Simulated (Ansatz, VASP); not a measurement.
## VN2 in VASP and in Ansatz

```xyz
6
Lattice="-2.1303 2.1303 2.3939 2.1303 -2.1303 2.3939 2.1303 2.1303 -2.3939" Properties=species:S:1:pos:R:3 pbc="T T T"
V     0.0000    0.0000    1.1969
V     0.0000    0.0000    3.5908
N     2.6171    0.4868    0.0000
N     1.6435    0.4868    2.3939
N    -0.4868    1.6435    2.3939
N     0.4868    1.6435    0.0000
```

Change from the starting cell: strain +0.000 along x and y, -0.025 along z, atoms carried along.

Alike in both runs: task single point; functional PBEsol; k mesh 16 × 16 × 16; occupations gaussian, width 0.15 eV; no spin polarisation.

|  | VASP | Ansatz |
| --- | --- | --- |
| version | VASP 6.6.1 | Ansatz 0.2.0 |
| potentials or method | VASP PAW PBE potentials, release 64 (V_sv, N), cutoff 520 eV | scalar-relativistic, plane waves, PAW |
| valence electrons in the cell | 46 | 46 |

Ansatz gave:

```
gap on the k mesh at the Fermi level (eV)                     : none
pressure (GPa)                                                : 8.9
traceless stress, the component that is largest in VASP (GPa) : 9.25
rms of the force components (eV/Å)                            : 0.044
```

What did VASP give for the same quantities?

gap on the k mesh at the Fermi level (eV): none; pressure (GPa): 9.8; traceless stress, the component that is largest in VASP (GPa): 8.93; rms of the force components (eV/Å): 0.082.

VASP's potentials were made for PBE, not for PBEsol. Atom by atom the forces differ by 0.038 eV/Å (rms over components). A gap of «none» marks a metal or a gap that the smearing closes.
